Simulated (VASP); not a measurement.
# Rb (Im-3m) in VASP: single point with LDA

Aim: the single point of Rb with LDA.

Everything below comes from runs of VASP 6.6.1. Logs are shortened: lines on timing, memory, paths and dates and some standing lists are left out, and cuts for length are marked.

### 1 The cell of the first run

The structure is cubic, space group Im-3m (No. 229). Conventional cell: a = 4.945 Å, b = 4.945 Å, c = 4.945 Å, α = 90.00°, β = 90.00°, γ = 90.00°. Within 5.6 Å of Rb (site symmetry m-3m) lie 14 Rb at 4.28 to 4.94 Å.

### 2 Single point, LDA (volume scaled by 0.78)

The input, INCAR:

```
ALGO = Normal
EDIFF = 1E-7
ENCUT = 520
GGA = CA
ISIF = 2
ISMEAR = -1
LASPH = T
LCHARG = F
LREAL = F
LWAVE = F
NBANDS = 10
NELM = 100
PREC = Accurate
SIGMA = 0.05
```

The input, KPOINTS:

```
k-points
0
Gamma
  11 11 11
```

The input, POSCAR:

```
Rb
1.0
   -2.4724792210      2.4724792210      2.4724792210
    2.4724792210     -2.4724792210      2.4724792210
    2.4724792210      2.4724792210     -2.4724792210
Rb
1
Direct
    0.0000000000      0.0000000000      0.0000000000
```

Potentials or basis: VASP PAW LDA potentials, release 64 (Rb_sv).

Run with:

```sh
> cat potpaw_LDA.64/Rb_sv/POTCAR > POTCAR
> mpirun -np 1 vasp_std > vasp.out
```

OUTCAR:

```text
EDIFF = 1E-7
   ENCUT = 520
   GGA = CA
   ISIF = 2
   ISMEAR = -1
   LASPH = T
   LREAL = F
   NELM = 100
   PREC = Accurate

 ion  position               nearest neighbor table
   1  0.000  0.000  0.000-

  LATTYP: Found a body centered cubic cell.
 ALAT       =     4.9449584420

  Lattice vectors:

 A1 = (  -2.4724792210,   2.4724792210,   2.4724792210)
 A2 = (   2.4724792210,  -2.4724792210,   2.4724792210)
 A3 = (   2.4724792210,   2.4724792210,  -2.4724792210)

Analysis of symmetry for initial positions (statically):
=====================================================================
 Subroutine PRICEL returns:
 Original cell was already a primitive cell.

 Routine SETGRP: Setting up the symmetry group for a
 body centered cubic supercell.

 Subroutine GETGRP returns: Found 48 space group operations
 (whereof 48 operations were pure point group operations)
 out of a pool of 48 trial point group operations.

The static configuration has the point symmetry O_h .

Analysis of symmetry for dynamics (positions and initial velocities):
=====================================================================
 Subroutine PRICEL returns:
 Original cell was already a primitive cell.

 Routine SETGRP: Setting up the symmetry group for a
 body centered cubic supercell.

 Subroutine GETGRP returns: Found 48 space group operations
 (whereof 48 operations were pure point group operations)
 out of a pool of 48 trial point group operations.

The dynamic configuration has the point symmetry O_h .

 Subroutine INISYM returns: Found 48 space group operations
 (whereof 48 operations are pure point group operations),
 and found     1 'primitive' translations

----------------------------------------------------------------------------------------

                                     Primitive cell

  volume of cell :      60.4586

  direct lattice vectors                    reciprocal lattice vectors
    -2.472479221  2.472479221  2.472479221     0.000000000  0.202226169  0.202226169
     2.472479221 -2.472479221  2.472479221     0.202226169  0.000000000  0.202226169
     2.472479221  2.472479221 -2.472479221     0.202226169  0.202226169  0.000000000

  length of vectors
     4.282459631  4.282459631  4.282459631     0.285990990  0.285990990  0.285990990

[... 74 lines left out ...]
   LSORBIT =      F    spin-orbit coupling
   LASPH  =      T    aspherical Exc in radial PAW
   ENCUT  =  520.0 eV  38.22 Ry    6.18 a.u.   7.96  7.96  7.96*2*pi/ulx,y,z
   NELM   =    100;   NELMIN=  2; NELMDL= -5     # of ELM steps
   EDIFF  = 0.1E-06   stopping-criterion for ELM
   LREAL  =      F    real-space projection
   EDIFFG = 0.1E-05   stopping-criterion for IOM
   NSW    =      0    number of steps for IOM
   IBRION =     -1    ionic relax: 0-MD 1-quasi-New 2-CG
   NFREE  =      0    steps in history (QN), initial steepest desc. (CG)
   ISIF   =      2    stress and relaxation
   ISYM   =      2    0-nonsym 1-usesym 2-fastsym
   POTIM  = 0.5000    time-step for ionic-motion
   TEBEG  =    0.0;   TEEND  =   0.0 temperature during run
   PSTRESS=    0.0 pullay stress
   NELECT =       9.0000    total number of electrons
   NUPDOWN=      -1.0000    fix difference up-down
   EMIN   =  10.00;   EMAX   =-10.00  energy-range for DOS
   EFERMI =   0.00;   METHOD = LEGACY
   ISMEAR =    -1;   SIGMA  =   0.05  broadening in eV -4-tet -1-fermi 0-gaus
   EFERMI_NEDOS =   21; number of points for ismear=-14 and -15
   IALGO  =     38    algorithm
   IMIX   =      4    mixing-type and parameters
     AMIX     =   0.40;   BMIX     =  1.00
     AMIX_MAG =   1.60;   BMIX_MAG =  1.00
  volume/ion in A,a.u.               =      60.46       407.99
  Fermi-wavevector in a.u.,A,eV,Ry     =   0.867634  1.639590 10.242303  0.752788
  Thomas-Fermi vector in A             =   1.986196
   LORBIT       =      0    0 simple, 1 ext, 2 COOP (PROOUT), +10 PAW based schemes
   GGA     = CA    functional components
   LHFCALC =     F    Hartree Fock is set to
   AEXX    =    0.0000 exact exchange contribution
   IVDW    =     0    specifies the selected vdW correction
   LEPSILON=     F    determine dielectric tensor
   LRPA    =     F    only Hartree local field effects (RPA)
 non-spin polarized calculation
  energy-cutoff  :      520.00
  volume of cell :       60.46
 maximum number of plane-waves:      1646
   NGX = 15   NGY = 15   NGZ = 15

 number of electron       9.0000000 magnetization

 Free energy of the ion-electron system (eV)
  ---------------------------------------------------
  ext. energy  EPLUGINS =         0.00000000
  ---------------------------------------------------
  free energy    TOTEN  =        -1.00386888 eV

  energy without entropy =       -0.99727373  energy(sigma->0) =       -1.00057131

 E-fermi :   0.8999     XC(G=0):  -6.8293

 val. band max:        0.8887153566   @ k =  -0.3636   0.4545   0.0909
 cond. band min:       0.9418101961   @ k =  -0.4545   0.4545   0.0909
 fundamental gap:      0.0530948395
 Fermi energy:         0.8998518377

 k-point     1 :       0.0000    0.0000    0.0000
  band No.  band energies     occupation
      1     -27.7862      2.00000
      2     -11.7890      2.00000
      3     -11.7890      2.00000
      4     -11.7890      2.00000
      5      -1.6778      2.00000
      6       4.7921      0.00000
      7       4.7921      0.00000
      8       4.7921      0.00000
      9       6.1283      0.00000
     10       6.1283      0.00000
[... 287 lines left out ...]
 k-point    24 :       0.3636    0.1818    0.0909
  band No.  band energies     occupation
      1     -27.7563      2.00000
      2     -12.0949      2.00000
      3     -11.9549      2.00000
      4     -11.8492      2.00000
      5       1.5955      0.00000
      6       2.1921      0.00000
      7       2.7975      0.00000
      8       5.8190      0.00000
      9       6.8846      0.00000
     10       6.9778      0.00000

 [... further k-points ...]
[... 5 lines left out ...]
  --------------------------------------------------------------------------------------
  -------------------------------------------------------------------------------------
  Total        0.5263530      0.5263530      0.5263530     -0.0000000      0.0000000     -0.0000000
  in kB       13.9485731     13.9485731     13.9485731     -0.0000000      0.0000000     -0.0000000
  external PRESSURE =      13.9485731 kB  Pullay stress =       0.0000000 kB

 VOLUME and BASIS-vectors are now :
 -----------------------------------------------------------------------------
  energy-cutoff  :      520.00
  volume of cell :       60.46
      direct lattice vectors                 reciprocal lattice vectors
    -2.472479221  2.472479221  2.472479221     0.000000000  0.202226169  0.202226169
     2.472479221 -2.472479221  2.472479221     0.202226169  0.000000000  0.202226169
     2.472479221  2.472479221 -2.472479221     0.202226169  0.202226169  0.000000000

 POSITION                                       TOTAL-FORCE (eV/Angst)
 -----------------------------------------------------------------------------------
      0.00000      0.00000      0.00000         0.000000      0.000000      0.000000
 -----------------------------------------------------------------------------------
    total drift:                                0.000000      0.000000     -0.000000

  FREE ENERGIE OF THE ION-ELECTRON SYSTEM (eV)
  ---------------------------------------------------
  free  energy   TOTEN  =        -1.0038688802 eV

  energy  without entropy=       -0.9972737305  energy(sigma->0) =       -1.00057131
```

OSZICAR:

```text
N       E                     dE             d eps       ncg     rms          rms(c)
DAV:   1     0.359534728679E+02    0.35953E+02   -0.36668E+03  1120   0.702E+02
DAV:   2     0.981805372273E+00   -0.34972E+02   -0.34169E+02  1264   0.129E+02
DAV:   3    -0.946284072809E+00   -0.19281E+01   -0.19209E+01  1552   0.284E+01
DAV:   4    -0.100668437222E+01   -0.60400E-01   -0.60282E-01  1460   0.441E+00
DAV:   5    -0.100834854448E+01   -0.16642E-02   -0.16641E-02  1568   0.568E-01    0.204E+00
DAV:   6    -0.100481082582E+01    0.35377E-02   -0.48162E-03  1352   0.380E-01    0.128E+00
DAV:   7    -0.100390882276E+01    0.90200E-03   -0.75309E-03  1340   0.461E-01    0.989E-02
DAV:   8    -0.100386700929E+01    0.41813E-04   -0.74653E-04  1248   0.187E-01    0.173E-02
DAV:   9    -0.100386853449E+01   -0.15252E-05   -0.17162E-05  1430   0.286E-02    0.103E-02
DAV:  10    -0.100386883974E+01   -0.30525E-06   -0.10274E-06  1530   0.548E-03    0.213E-03
DAV:  11    -0.100386888022E+01   -0.40484E-07   -0.81622E-08   766   0.205E-03
   1 F= -.10038689E+01 E0= -.10005713E+01  d E =-.659515E-02
```

Run time: 7.2 s. Hardware: 1 thread of Intel Xeon 6975P-C (Granite Rapids), shared host; peak memory 0.16 GiB.

What came out:

* Free energy: -1.0039 eV
* Pressure: 1.4 GPa
